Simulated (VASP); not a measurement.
# AlCo (Pm-3m) in VASP: settings compared, part 2 of 2

VASP 6.6.1. Earlier steps stand in the parts before.

## Step 4: Single point, PBE, collinear spin, ferromagnetic start

This run uses another cell than the first one, of 11.21 Å³/atom.

Contents of INCAR:

```
PREC = Accurate
ENCUT = 520
EDIFF = 1E-6
ISMEAR = 0
SIGMA = 0.028000000000000004
LREAL = F
LASPH = T
NELM = 150
ALGO = Normal
ISIF = 2
LWAVE = F
LCHARG = F
ISPIN = 2
MAGMOM = 2 0
LORBIT = 11
LMAXMIX = 4
GGA = PE
NBANDS = 17
```

Contents of KPOINTS:

```
regular mesh
0
Gamma
  9 9 9
```

Contents of POSCAR:

```
AlCo
1.0
    2.8194032100      0.0000000000      0.0000000000
    0.0000000000      2.8194032100      0.0000000000
    0.0000000000      0.0000000000      2.8194032100
Co Al
1 1
Direct
    0.5000000000      0.5000000000      0.5000000000
    0.0000000000      0.0000000000      0.0000000000
```

Potentials or basis: VASP PAW PBE potentials, release 64 (Co, Al).

The run is started by

```
cat potpaw_PBE.64/Co/POTCAR potpaw_PBE.64/Al/POTCAR > POTCAR
mpirun -np 1 vasp_std > vasp.out
```

OUTCAR:

```text
PREC = Accurate
   ENCUT = 520
   EDIFF = 1E-6
   ISMEAR = 0
   LREAL = F
   LASPH = T
   NELM = 150
   ISIF = 2
   ISPIN = 2
   LORBIT = 11
   GGA = PE

 ion  position               nearest neighbor table
   1  0.500  0.500  0.500-   2 2.44   2 2.44   2 2.44   2 2.44   2 2.44   2 2.44   2 2.44   2 2.44

   2  0.000  0.000  0.000-   1 2.44   1 2.44   1 2.44   1 2.44   1 2.44   1 2.44   1 2.44   1 2.44

  LATTYP: Found a simple cubic cell.
 ALAT       =     2.8194032100

  Lattice vectors:

 A1 = (   2.8194032100,   0.0000000000,   0.0000000000)
 A2 = (   0.0000000000,   2.8194032100,   0.0000000000)
 A3 = (   0.0000000000,   0.0000000000,   2.8194032100)

Analysis of symmetry for initial positions (statically):
=====================================================================
 Subroutine PRICEL returns:
 Original cell was already a primitive cell.

 Routine SETGRP: Setting up the symmetry group for a
 simple cubic supercell.

[... 681 lines left out ...]
      4      10.1376      1.00000
      5      10.1376      1.00000
      6      10.1376      1.00000
[... 459 lines left out ...]
      6       9.7502      1.00000
[... 9 lines left out ...]
     16      33.0118      0.00000
     17      34.5753      0.00000

 [... further k-points ...]

------------------------ aborting loop because EDIFF is reached ----------------------------------------

  FORCE on cell =-STRESS in cart. coord.  units (eV):
  Direction    XX          YY          ZZ          XY          YZ          ZX
  --------------------------------------------------------------------------------------
  -------------------------------------------------------------------------------------
  Total        0.9144589      0.9144589      0.9144589     -0.0000000     -0.0000000     -0.0000000
  in kB       65.3737210     65.3737210     65.3737210     -0.0000000     -0.0000000     -0.0000000
  external PRESSURE =      65.3737210 kB  Pullay stress =       0.0000000 kB

 VOLUME and BASIS-vectors are now :
 -----------------------------------------------------------------------------
  energy-cutoff  :      520.00
  volume of cell :       22.41
      direct lattice vectors                 reciprocal lattice vectors
     2.819403210  0.000000000  0.000000000     0.354684990  0.000000000  0.000000000
     0.000000000  2.819403210  0.000000000     0.000000000  0.354684990  0.000000000
     0.000000000  0.000000000  2.819403210     0.000000000  0.000000000  0.354684990

 POSITION                                       TOTAL-FORCE (eV/Angst)
 -----------------------------------------------------------------------------------
      1.40970      1.40970      1.40970         0.000000      0.000000      0.000000
      0.00000      0.00000      0.00000         0.000000      0.000000      0.000000
 -----------------------------------------------------------------------------------
    total drift:                                0.000000     -0.000000     -0.000000

  FREE ENERGIE OF THE ION-ELECTRON SYSTEM (eV)
  ---------------------------------------------------
  free  energy   TOTEN  =       -11.9776540669 eV

  energy  without entropy=      -11.9773288470  energy(sigma->0) =      -11.97749146

 total charge

# of ion       s       p       d       tot
------------------------------------------
    1        0.446   0.534   7.533   8.513
    2        0.399   0.443   0.000   0.842
--------------------------------------------------
tot          0.845   0.978   7.533   9.355

 magnetization (x)

# of ion       s       p       d       tot
------------------------------------------
    1        0.000   0.000  -0.001  -0.001
    2        0.000   0.000   0.000   0.000
--------------------------------------------------
tot          0.000   0.000  -0.001  -0.001
```

OSZICAR:

```text
N       E                     dE             d eps       ncg     rms          rms(c)
DAV:   1     0.384197123137E+02    0.38420E+02   -0.49941E+03  2436   0.757E+02
DAV:   2    -0.111332098083E+02   -0.49553E+02   -0.43926E+02  2648   0.153E+02
DAV:   3    -0.131819783405E+02   -0.20488E+01   -0.20036E+01  2912   0.329E+01
DAV:   4    -0.132119056591E+02   -0.29927E-01   -0.29909E-01  2825   0.349E+00
DAV:   5    -0.132127719812E+02   -0.86632E-03   -0.86626E-03  3062   0.648E-01    0.137E+01
DAV:   6    -0.156918347041E+02   -0.24791E+01   -0.43862E+01  2656   0.716E+01    0.161E+01
DAV:   7    -0.119948394095E+02    0.36970E+01   -0.23850E+01  2706   0.460E+01    0.259E+00
DAV:   8    -0.119885503920E+02    0.62890E-02   -0.17255E-01  2921   0.270E+00    0.130E+00
DAV:   9    -0.119786778494E+02    0.98725E-02   -0.44747E-02  3295   0.144E+00    0.773E-01
DAV:  10    -0.119775707537E+02    0.11071E-02   -0.12347E-03  3136   0.249E-01    0.201E-01
DAV:  11    -0.119776409575E+02   -0.70204E-04   -0.66570E-04  2911   0.177E-01    0.102E-01
DAV:  12    -0.119776480892E+02   -0.71317E-05   -0.16063E-04  3267   0.946E-02    0.348E-02
DAV:  13    -0.119776535554E+02   -0.54662E-05   -0.14934E-05  3171   0.290E-02    0.122E-02
DAV:  14    -0.119776540669E+02   -0.51148E-06   -0.43100E-06  1449   0.148E-02
   1 F= -.11977654E+02 E0= -.11977491E+02  d E =-.325220E-03  mag=    -0.0009
```

Wall time 93 s (1 thread of Intel Xeon 8259CL, shared host); peak memory 0.16 GiB.

What came out:

```
Free energy                                           : -11.9777 eV
Pressure                                              : 6.5 GPa
Band gap on the k mesh                                : zero (filled and empty bands overlap)
Net moment                                            : 0.00 μB per cell
Valence electrons inside the program's atomic spheres : Co 8.51; Al 0.84
```

Caveat: the cell stands under pressure.

## Step 5: Relaxation of cell and atoms, BLYP+D4, collinear spin, ferromagnetic start

This run uses another cell than the first one, of 11.21 Å³/atom.

Contents of INCAR:

```
SYSTEM = AlCo
PREC = Accurate
ENCUT = 600
EDIFF = 1E-7
ISMEAR = -1
SIGMA = 0.05
LREAL = .FALSE.
LASPH = .TRUE.
NELM = 150
ALGO = Normal
ISIF = 3
LWAVE = .FALSE.
LCHARG = .FALSE.
ISPIN = 2
MAGMOM = 2 0
LORBIT = 11
LMAXMIX = 4
GGA = B5
ALDAX = 1.0
AGGAX = 1.0
AGGAC = 1.0
ALDAC = 0.0
IVDW = 13
VDW_S6 = 1.0
VDW_S8 = 2.34076671
VDW_A1 = 0.44488865
VDW_A2 = 4.0933009
IBRION = 2
NSW = 60
EDIFFG = -0.01
```

Contents of KPOINTS:

```
Automatic mesh
0
G
  9 9 9
  0 0 0
```

POSCAR is that of step 4.

The run is started by

```
cat potpaw_PBE.64/Co/POTCAR potpaw_PBE.64/Al/POTCAR > POTCAR
mpirun -np 1 vasp_std > vasp.out
```

Wall time 2.9 min (1 thread of Intel Xeon 8259CL, shared host); peak memory 0.16 GiB.

Results (log left out):

- Free energy: -11.6643 eV
- Relaxed volume: 11.17 Å³/atom
- Relaxed cell: a = 2.817 Å, b = 2.817 Å, c = 2.817 Å, α = 90.00°, β = 90.00°, γ = 90.00°
- Space group after relaxing (to 0.1 Å): Pm-3m (No. 221)
- Energy gained by relaxing: 0.1 meV/atom
- Ionic steps: 3
- Pressure after relaxing: 0.0 GPa
- Band gap on the k mesh: zero (filled and empty bands overlap)
- Net moment: 0.00 μB per cell
- Valence electrons inside the program's atomic spheres: Co 8.56; Al 0.84
- Dispersion energy per atom: -0.878 eV

The path:
```tsv
step	energy change (eV)	largest force (eV/Å)	pressure (GPa)	volume (Å³)
1	0.0000	0.0000	-0.58	22.41
2	0.0000	0.0000	0.56	22.28
3	-0.0001	0.0000	-0.01	22.34
```

Final structure:
```
Co Al
1.0
     2.81654    0.00000    0.00000
     0.00000    2.81654    0.00000
     0.00000    0.00000    2.81654
Co Al
1 1
Direct
  0.50000 0.50000 0.50000
  0.00000 0.00000 0.00000
```

Levels at points of the mesh, in eV from the Fermi level:
Spin up:
| k point | band 2 | band 3 | band 4 | band 5 | band 6 | band 7 | band 8 | band 9 | band 10 | band 11 |
| --- | --- | --- | --- | --- | --- | --- | --- | --- | --- | --- |
| (0.00, 0.00, 0.00) | -3.10 | -3.10 | -0.95 | -0.95 | -0.95 | 6.13 | 6.13 | 6.13 | 9.05 | 9.05 |
Spin down:
```
           k point  band 4  band 5  band 6  band 7  band 8  band 9
(0.00, 0.00, 0.00)   -0.95   -0.95   -0.95    6.13    6.13    6.13
```

Caveat: the PAW data sets were made with another functional, which shifts forces and pressure a little.

## Step 6: Single point, PBE, collinear spin, ferromagnetic start

This run uses another cell than the first one, of 11.21 Å³/atom.

Contents of INCAR:

```
PREC = Accurate
ENCUT = 600
EDIFF = 1E-6
ISMEAR = -1
SIGMA = 0.05
LREAL = False
LASPH = True
NELM = 200
ALGO = Normal
ISIF = 2
LWAVE = False
LCHARG = False
ISPIN = 2
MAGMOM = 3 0
LORBIT = 11
NUPDOWN = 3.0
LMAXMIX = 4
GGA = PE
NBANDS = 21
GGA_COMPAT = False
```

Contents of KPOINTS:

```
Automatic mesh
0
Gamma
  8 8 8
```

POSCAR is that of step 5.

Potentials or basis: VASP PAW PBE potentials, release 64 (Co_sv, Al).

The run is started by

```
cat potpaw_PBE.64/Co_sv/POTCAR potpaw_PBE.64/Al/POTCAR > POTCAR
mpirun -np 1 vasp_std > vasp.out
```

It took 30 s on 1 thread of AMD EPYC 7R13 (Zen 3), shared host; peak memory 0.14 GiB.

It converged, with:

```
Free energy                                           : -8.8174 eV
Pressure                                              : 44.4 GPa
Net moment                                            : 3.00 μB per cell
Site moments                                          : Co +2.24; Al +0.12 μB
Valence electrons inside the program's atomic spheres : Co 15.07; Al 0.89
```

Caveat: the cell stands under pressure; the total moment is fixed, so each spin has its own Fermi level.
